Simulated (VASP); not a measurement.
# Os (P6_3/mmc) in VASP: notebook

Os is run at these levels: PBEsol, r2SCAN; tasks: relaxation of cell and atoms, single point.

Everything below comes from runs of VASP 6.6.1. Logs are shortened: lines on timing, memory, paths and dates and some standing lists are left out, and cuts for length are marked.

## 1. The cell of the first run

Symmetry: P6_3/mmc, No. 194, hexagonal system. The conventional cell has a = 2.734 Å, b = 2.734 Å, c = 4.320 Å, α = 90.00°, β = 90.00°, γ = 120.00°. Within 3.5 Å of Os (site symmetry -6m2) lie 12 Os at 2.68 to 2.73 Å.

## 2. Relaxation of cell and atoms, PBEsol, target pressure 30 GPa, at which the enthalpy is minimised

INCAR

```
SYSTEM = Os
ALGO = Normal
EDIFF = 1E-6
EDIFFG = -0.02
ENCUT = 600
GGA = PS
IBRION = 2
ISIF = 3
ISMEAR = -1
LASPH = .TRUE.
LCHARG = .FALSE.
LREAL = .FALSE.
LWAVE = .FALSE.
NELM = 80
NSW = 80
PREC = Accurate
PSTRESS = 300.0
SIGMA = 0.05
```

KPOINTS

```
k-points
0
G
  11 11 6
  0 0 0
```

POSCAR

```
Os
1.0
    2.7341000000      0.0000000000      0.0000000000
   -1.3670500000      2.3678000565      0.0000000000
    0.0000000000      0.0000000000      4.3197000000
Os
2
Direct
    0.6666666667      0.3333333333      0.7500000000
    0.3333333333      0.6666666667      0.2500000000
```

Potentials or basis: VASP PAW PBE potentials, release 64 (Os).

Run with:

```sh
> cat potpaw_PBE.64/Os/POTCAR > POTCAR
> mpirun -np 1 vasp_std > vasp.out
```

OUTCAR:

```text
SYSTEM = Os
   EDIFF = 1E-6
   EDIFFG = -0.02
   ENCUT = 600
   GGA = PS
   IBRION = 2
   ISIF = 3
   ISMEAR = -1
   LASPH = .TRUE.
   LREAL = .FALSE.
   NELM = 80
   NSW = 80
   PREC = Accurate
   PSTRESS = 300.0

 ion  position               nearest neighbor table
   1  0.667  0.333  0.750-   2 2.68   2 2.68   2 2.68   2 2.68   2 2.68   2 2.68
   2  0.333  0.667  0.250-   1 2.68   1 2.68   1 2.68   1 2.68   1 2.68   1 2.68

  LATTYP: Found a hexagonal cell.
 ALAT       =     2.7341000000
 C/A-ratio  =     1.5799348963

  Lattice vectors:

 A1 = (   2.7341000000,   0.0000000000,   0.0000000000)
 A2 = (  -1.3670500000,   2.3678000565,   0.0000000000)
 A3 = (   0.0000000000,   0.0000000000,   4.3197000000)

Analysis of symmetry for initial positions (statically):
=====================================================================
 Subroutine PRICEL returns:
 Original cell was already a primitive cell.

 Routine SETGRP: Setting up the symmetry group for a
 hexagonal supercell.

 Subroutine GETGRP returns: Found 24 space group operations
 (whereof 12 operations were pure point group operations)
 out of a pool of 24 trial point group operations.

The static configuration has the point symmetry D_3d.
 The point group associated with its full space group is D_6h.

Analysis of symmetry for dynamics (positions and initial velocities):
=====================================================================
 Subroutine PRICEL returns:
 Original cell was already a primitive cell.

 Routine SETGRP: Setting up the symmetry group for a
 hexagonal supercell.

 Subroutine GETGRP returns: Found 24 space group operations
 (whereof 12 operations were pure point group operations)
 out of a pool of 24 trial point group operations.

The dynamic configuration has the point symmetry D_3d.
 The point group associated with its full space group is D_6h.

 Subroutine INISYM returns: Found 24 space group operations
 (whereof 12 operations are pure point group operations),
 and found     1 'primitive' translations

----------------------------------------------------------------------------------------

                                     Primitive cell

  volume of cell :      27.9649

  direct lattice vectors                    reciprocal lattice vectors
     2.734100000  0.000000000  0.000000000     0.365751070  0.211166479  0.000000000
    -1.367050000  2.367800057  0.000000000     0.000000000  0.422332957  0.000000000
     0.000000000  0.000000000  4.319700000     0.000000000  0.000000000  0.231497558

  length of vectors
     2.734100000  2.734100000  4.319700000     0.422332957  0.422332957  0.231497558

[... 80 lines left out ...]
   EDIFF  = 0.1E-05   stopping-criterion for ELM
   LREAL  =      F    real-space projection
   EDIFFG = -.2E-01   stopping-criterion for IOM
   NSW    =     80    number of steps for IOM
   IBRION =      2    ionic relax: 0-MD 1-quasi-New 2-CG
   NFREE  =      1    steps in history (QN), initial steepest desc. (CG)
   ISIF   =      3    stress and relaxation
   ISYM   =      2    0-nonsym 1-usesym 2-fastsym
   POTIM  = 0.5000    time-step for ionic-motion
   TEBEG  =    0.0;   TEEND  =   0.0 temperature during run
   PSTRESS=  300.0 pullay stress
   NELECT =      16.0000    total number of electrons
   NUPDOWN=      -1.0000    fix difference up-down
   EMIN   =  10.00;   EMAX   =-10.00  energy-range for DOS
   EFERMI =   0.00;   METHOD = LEGACY
   ISMEAR =    -1;   SIGMA  =   0.05  broadening in eV -4-tet -1-fermi 0-gaus
   EFERMI_NEDOS =   21; number of points for ismear=-14 and -15
   IALGO  =     38    algorithm
   IMIX   =      4    mixing-type and parameters
     AMIX     =   0.40;   BMIX     =  1.00
     AMIX_MAG =   1.60;   BMIX_MAG =  1.00
  volume/ion in A,a.u.               =      13.98        94.36
  Fermi-wavevector in a.u.,A,eV,Ry     =   1.359076  2.568282 25.131161  1.847088
  Thomas-Fermi vector in A             =   2.485855
   LORBIT       =      0    0 simple, 1 ext, 2 COOP (PROOUT), +10 PAW based schemes
   GGA     = PS    functional components
   LHFCALC =     F    Hartree Fock is set to
   AEXX    =    0.0000 exact exchange contribution
   IVDW    =     0    specifies the selected vdW correction
   LEPSILON=     F    determine dielectric tensor
   LRPA    =     F    only Hartree local field effects (RPA)
 conjugate gradient relaxation of ions
 non-spin polarized calculation
  energy-cutoff  :      600.00
  volume of cell :       27.96
 maximum number of plane-waves:       965
 NGX is ok and might be reduce to    24
   NGX = 11   NGY = 11   NGZ = 17

--------------------------------------- Ionic step        1  -------------------------------------------

 number of electron      16.0000001 magnetization

 Free energy of the ion-electron system (eV)
  ---------------------------------------------------
  ext. energy  EPLUGINS =         0.00000000
  ---------------------------------------------------
  free energy    TOTEN  =       -24.47575179 eV

  energy without entropy =      -24.46260773  energy(sigma->0) =      -24.46917976

 E-fermi :   9.2673     XC(G=0): -14.1555

 val. band max:        9.2458682430   @ k =   0.0909   0.0000   0.3333
 cond. band min:       9.3063727128   @ k =   0.0000   0.0000   0.0000
 fundamental gap:      0.0605044698
 Fermi energy:         9.2672866097

 k-point     1 :       0.0000    0.0000    0.0000
  band No.  band energies     occupation
      1      -1.6858      2.00000
      2       1.4855      2.00000
      3       6.2478      2.00000
      4       6.2478      2.00000
      5       6.4982      2.00000
      6       7.0946      2.00000
      7       7.0946      2.00000
      8       7.7477      2.00000
      9       7.7477      2.00000
     10       9.3064      0.62790
     11      11.0091      0.00000
     12      11.0091      0.00000
[... 454 lines left out ...]
  energy  without entropy=      -24.3754677993  energy(sigma->0) =      -24.38148713

  enthalpy is  TOTEN    =       -19.4160676176 eV   P V=        4.9714388358

[... ionic steps 4 to 7 ...]

--------------------------------------- Ionic step        8  -------------------------------------------

 number of electron      16.0000000 magnetization

------------------------ aborting loop because EDIFF is reached ----------------------------------------
[... 71 lines left out ...]
--------------------------------------- Ionic step       10  -------------------------------------------

 number of electron      16.0000000 magnetization

 Free energy of the ion-electron system (eV)
  ---------------------------------------------------
  ext. energy  EPLUGINS =         0.00000000
  ---------------------------------------------------
  free energy    TOTEN  =       -24.33608259 eV

  energy without entropy =      -24.32411443  energy(sigma->0) =      -24.33009851

 E-fermi :  10.2663     XC(G=0): -14.5212

 val. band max:       10.2545096114   @ k =   0.3636  -0.0000   0.3333
 cond. band min:      10.2941385123   @ k =   0.0000   0.0000   0.0000
 fundamental gap:      0.0396289009
 Fermi energy:        10.2662559589

 k-point     1 :       0.0000    0.0000    0.0000
  band No.  band energies     occupation
      1      -1.2767      2.00000
      2       1.8472      2.00000
      3       6.9407      2.00000
      4       6.9407      2.00000
      5       7.1848      2.00000
      6       7.8737      2.00000
      7       7.8737      2.00000
      8       8.6264      2.00000
      9       8.6264      2.00000
     10      10.2941      0.72818
     11      12.1800      0.00000
     12      12.1800      0.00000
[... 378 lines left out ...]
  energy  without entropy=      -24.3241144284  energy(sigma->0) =      -24.33009851

  enthalpy is  TOTEN    =       -19.4228300801 eV   P V=        4.9132525054

 reached required accuracy - stopping structural energy minimisation
```

OSZICAR:

```text
N       E                     dE             d eps       ncg     rms          rms(c)
DAV:   1     0.116689591720E+03    0.11669E+03   -0.83472E+03  1536   0.144E+03
DAV:   2    -0.173931430560E+02   -0.13408E+03   -0.12139E+03  1576   0.418E+02
[... 76 lines left out ...]
   9 F= -.19421726E+02 E0= -.19415792E+02  d E =0.103583E-02
       N       E                     dE             d eps       ncg     rms          rms(c)
DAV:   1    -0.243371895658E+02   -0.25694E-01   -0.33227E-02  1536   0.159E+00    0.538E-01
DAV:   2    -0.243362887338E+02    0.90083E-03   -0.94282E-04  1584   0.340E-01    0.243E-01
DAV:   3    -0.243360778740E+02    0.21086E-03   -0.66204E-04  1864   0.272E-01    0.256E-02
DAV:   4    -0.243360817686E+02   -0.38946E-05   -0.13803E-05  1552   0.296E-02    0.685E-03
DAV:   5    -0.243360825855E+02   -0.81687E-06   -0.13756E-06   920   0.114E-02
  10 F= -.19422830E+02 E0= -.19416846E+02  d E =-.677518E-04
```

CONTCAR:

```text
Os
   1.00000000000000
     2.6741565979227349   -0.0000000000000000   -0.0000000000000000
    -1.3370782989613674    2.3158875475129981   -0.0000000000000000
    -0.0000000000000000   -0.0000000000000000    4.2369575084435365
  Os
     2
Direct
     0.6666666667000030    0.3333333332999970    0.7500000000000000
     0.3333333332999970    0.6666666667000030    0.2500000000000000

  0.00000000E+00  0.00000000E+00  0.00000000E+00
  0.00000000E+00  0.00000000E+00  0.00000000E+00
```

Wall time 74 s (1 thread of Intel Xeon Platinum 8375C at 2.90GHz (Ice Lake), shared host); peak memory 0.17 GiB.

Results:

| Item | Value |
| --- | --- |
| Free energy | -24.3361 eV |
| Relaxed volume | 13.12 Å³/atom |
| Relaxed cell | a = 2.674 Å, b = 2.674 Å, c = 4.237 Å, α = 90.00°, β = 90.00°, γ = 120.00° |
| Space group after relaxing (to 0.05 Å) | P6_3/mmc (No. 194) |
| Energy change on relaxing (the enthalpy is what falls) | +69.8 meV/atom |
| Ionic steps | 10 |
| Pressure after relaxing | 30.0 GPa |
| Band gap on the k mesh | zero (band 8 reaches 12.68 eV, above the bottom of band 9 at 8.37 eV) |

Step by step:
```tsv
step	energy change (eV)	largest force (eV/Å)	pressure (GPa)	volume (Å³)
1	0.0000	0.0000	-2.10	27.96
2	10.6529	0.0000	521.53	18.09
3	0.0882	0.0000	23.38	26.55
4	0.1175	0.0000	27.31	26.37
5	0.1395	0.0000	30.03	26.24
6	0.1333	0.0000	29.28	26.28
7	0.1357	0.0000	29.41	26.26
8	0.1339	0.0000	29.32	26.27
9	0.1643	0.0000	32.84	26.11
10	0.1397	0.0000	30.03	26.24
```

Final structure:
```
CELL_PARAMETERS angstrom
2.67416 0.00000 0.00000
-1.33708 2.31589 0.00000
0.00000 0.00000 4.23696
ATOMIC_POSITIONS crystal
Os 0.66667 0.33333 0.75000
Os 0.33333 0.66667 0.25000
```

Caveat: the cell is relaxed towards a set pressure, so the enthalpy falls and the energy may rise; the PAW data sets were made with another functional, which shifts forces and pressure a little; spin-orbit coupling is left out, which moves the levels of the heavy elements.

## 3. Single point, r2SCAN

POSCAR is that of step 2.

INCAR.step1

```
PREC = Accurate
ENCUT = 550
ISMEAR = -1
SIGMA = 0.05
LREAL = False
LASPH = True
NELM = 120
NBANDS = 23
GGA = PE
ALGO = Normal
EDIFF = 1E-5
LWAVE = True
LCHARG = False
GGA_COMPAT = False
```

INCAR.step2

```
PREC = Accurate
ENCUT = 550
EDIFF = 1E-6
ISMEAR = -1
SIGMA = 0.05
LREAL = False
LASPH = True
NELM = 120
ALGO = Normal
ISIF = 2
LWAVE = False
LCHARG = True
METAGGA = R2SCAN
LMIXTAU = True
LELF = True
LVHAR = True
NBANDS = 23
ISTART = 1
GGA_COMPAT = False
```

KPOINTS

```
Automatic mesh
0
Gamma
  6 6 4
```

Potentials or basis: VASP PAW PBE potentials, release 64 (Os_sv_GW).

Run with:

```sh
> cat potpaw_PBE.64/Os_sv_GW/POTCAR > POTCAR
> cp INCAR.step1 INCAR
> mpirun -np 1 vasp_std > vasp.out
> cp INCAR.step2 INCAR
> mpirun -np 1 vasp_std > vasp.out
```

It took 52 s on 1 thread of AMD EPYC 9R45 (Zen 5), shared host; peak memory 0.14 GiB.

The run converged. Its results:

```
Free energy            : -108.1027 eV
Pressure               : -0.1 GPa
Band gap on the k mesh : zero (band 16 reaches 15.71 eV, above the bottom of band 17 at 11.93 eV)
```

Stress tensor (GPa, compression positive):
```
 2.19  0.00  0.00
 0.00  2.19  0.00
 0.00  0.00 -4.72
```

Levels at points of the mesh, in eV from the Fermi level:
```
           k point  band 14  band 15  band 16  band 17  band 18  band 19
(0.00, 0.00, 0.00)    -2.65    -2.65    -1.99    -1.99    -0.37     1.41
(0.50, 0.00, 0.00)    -3.06    -2.29     1.78     2.36     2.48     4.26
(0.00, 0.00, 0.50)    -3.72    -3.72    -3.72     0.58     0.58     0.58
(0.50, 0.00, 0.50)    -1.62    -0.56    -0.56     2.13     2.13     3.08
```

Caveat: the k points lie up to 0.44 Å⁻¹ apart; the PAW data sets were made with another functional, which shifts forces and pressure a little; spin-orbit coupling is left out, which moves the levels of the heavy elements.
